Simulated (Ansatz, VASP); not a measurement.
**Tl2I5 in VASP and in Ansatz**

```
Tl I
1.0
     0.00000    6.19569    6.19569
     6.19569    0.00000    6.19569
     6.19569    6.19569    0.00000
Tl I
2 5
Direct
  0.00000 0.00000 0.00000
  0.75000 0.75000 0.75000
  0.39652 0.81043 0.39652
  0.39652 0.39652 0.39652
  0.81043 0.39652 0.39652
  0.39652 0.39652 0.81043
  0.25000 0.25000 0.25000
```

Alike in both runs: functional PBE; k mesh 6 × 6 × 6; occupations gaussian, width 0.1 eV; no spin polarisation.

Ansatz relaxed the structure, and its values are those at the end. VASP's run is a single point on that final structure, the one shown.

```csv
,VASP,Ansatz
version,VASP 6.6.1,Ansatz 0.2.0
potentials or method,"VASP PAW PBE potentials, release 64 (Tl_d, I), cutoff 520 eV","scalar-relativistic, plane waves, PAW"
valence electrons in the cell,61,111
```

|  | VASP | Ansatz | Ansatz less VASP |
| --- | --- | --- | --- |
| gap on the k mesh at the Fermi level (eV) | none | none | - |
| pressure (GPa) | 0.0 | 0.0 | +0.02 |
| rms of the force components (eV/Å) | 0.005 | 0.006 | +0.0011 |

A gap of «none» marks a metal or a gap that the smearing closes. VASP's potentials hold 61 valence electrons a cell and Ansatz's 111, so a difference there can come from the potentials and not from the codes.

Spin-orbit coupling is off throughout.
